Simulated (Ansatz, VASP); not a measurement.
HfB4 in VASP and in Ansatz

```xyz
10
Lattice="-2.2688 2.2688 -3.1982 2.2688 2.2688 -3.1982 0.0000 -4.5375 -6.3963" Properties=species:S:1:pos:R:3 pbc="T T T"
Hf    0.0000    0.0000   -6.3963
Hf   -2.2688    2.2688   -3.1982
B     0.0000    0.0000  -10.3913
B     0.0000    0.0000   -3.9950
B     0.0000    0.0000   -8.7976
B     0.0000    0.0000   -2.4013
B     0.0000   -2.2688   -6.3963
B     0.0000    2.2688   -6.3963
B    -2.2688    0.0000   -6.3963
B     0.0000    2.2688   -3.1982
```

Alike in both runs: task single point; functional PBE; k mesh 6 × 6 × 4; occupations gaussian, width 0.2 eV; no spin polarisation.

|  | VASP | Ansatz |
| --- | --- | --- |
| version | VASP 6.6.1 | Ansatz 0.2.0 |
| potentials or method | VASP PAW PBE potentials, release 64 (Hf_pv, B), cutoff 520 eV | scalar-relativistic, plane waves, PAW |
| valence electrons in the cell | 44 | 76 |

|  | VASP | Ansatz | Ansatz less VASP |
| --- | --- | --- | --- |
| gap on the k mesh at the Fermi level (eV) | none | none | - |
| pressure (GPa) | 0.2 | 0.0 | -0.22 |
| traceless stress, the component that is largest in VASP (GPa) | -1.26 | -1.27 | -0.008 |
| rms of the force components (eV/Å) | 0.012 | 0.013 | +0.0008 |

Atom by atom the forces differ by 0.003 eV/Å (rms over components). A gap of «none» marks a metal or a gap that the smearing closes. With one functional, cell and mesh, what is left measures potentials, basis and numerics. VASP's potentials hold 44 valence electrons a cell and Ansatz's 76, so a difference there can come from the potentials and not from the codes.

Neither program's run includes spin-orbit coupling.
